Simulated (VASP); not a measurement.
Wanted: the native input for a VASP 6.6.1 run.

```yaml
Task: single point
Functional: r2SCAN
Potentials_or_basis: VASP PAW PBE potentials, release 64 (Li_sv, K_sv, Cl)
Cutoff: 520 eV
k_mesh: 8 × 8 × 8
Occupations: gaussian, width 0.01 eV
Spin: no spin polarisation
Dipole_correction: no
Further_INCAR_settings: ALGO = Normal; EDIFF = 1e-06; NBANDS = 21
```

The system is KLiCl2.

```
CELL_PARAMETERS angstrom
1.98890 1.14829 6.81797
-1.98890 1.14829 6.81797
0.00000 -2.29658 6.81797
ATOMIC_POSITIONS crystal
Li 0.00000 0.00000 0.00000
K 0.50000 0.50000 0.50000
Cl 0.26525 0.26525 0.26525
Cl 0.73475 0.73475 0.73475
```

The input as run:

POSCAR

```
KLiCl2
1.0
    1.9888981777      1.1482908982      6.8179679419
   -1.9888981777      1.1482908982      6.8179679419
    0.0000000000     -2.2965817965      6.8179679419
Li K Cl
1 1 2
Direct
    1.0000000000      0.0000000000      0.0000000000
    0.5000000000      0.5000000000      0.5000000000
    0.2652499101      0.2652499101      0.2652499101
    0.7347500899      0.7347500899      0.7347500899
```

INCAR.step1

```
SYSTEM = KLiCl2
  PREC = Accurate
  ENCUT = 520
  ISMEAR = 0
  SIGMA = 0.01
  LREAL = .False.
  LASPH = .True.
  NELM = 100
  NBANDS = 21
  GGA = PE
  ALGO = Normal
  EDIFF = 1E-4
  LWAVE = .True.
  LCHARG = .False.
```

INCAR.step2

```
SYSTEM = KLiCl2
  PREC = Accurate
  ENCUT = 520
  EDIFF = 1E-6
  ISMEAR = 0
  SIGMA = 0.01
  LREAL = .False.
  LASPH = .True.
  NELM = 100
  ALGO = Normal
  ISIF = 2
  LWAVE = .False.
  LCHARG = .False.
  METAGGA = R2SCAN
  LMIXTAU = .True.
  NBANDS = 21
  ISTART = 1
```

KPOINTS

```
Automatic mesh
0
Gamma
  8 8 8
  0 0 0
```

Potentials or basis: VASP PAW PBE potentials, release 64 (Li_sv, K_sv, Cl).

The run is started by

```sh
$ cat potpaw_PBE.64/Li_sv/POTCAR potpaw_PBE.64/K_sv/POTCAR potpaw_PBE.64/Cl/POTCAR > POTCAR
$ cp INCAR.step1 INCAR
$ mpirun -np 1 vasp_std > vasp.out
$ cp INCAR.step2 INCAR
$ mpirun -np 1 vasp_std > vasp.out
```

It gave:

```yaml
Largest_force: 0.024 eV/Å
Band_gap_on_the_k_mesh: 6.02 eV
```

Caveat: the PAW data sets were made with another functional, which shifts forces and pressure a little.

Run time: 36 min on 1 thread of Intel Xeon 8259CL, on a shared host, peak memory 0.51 GiB.
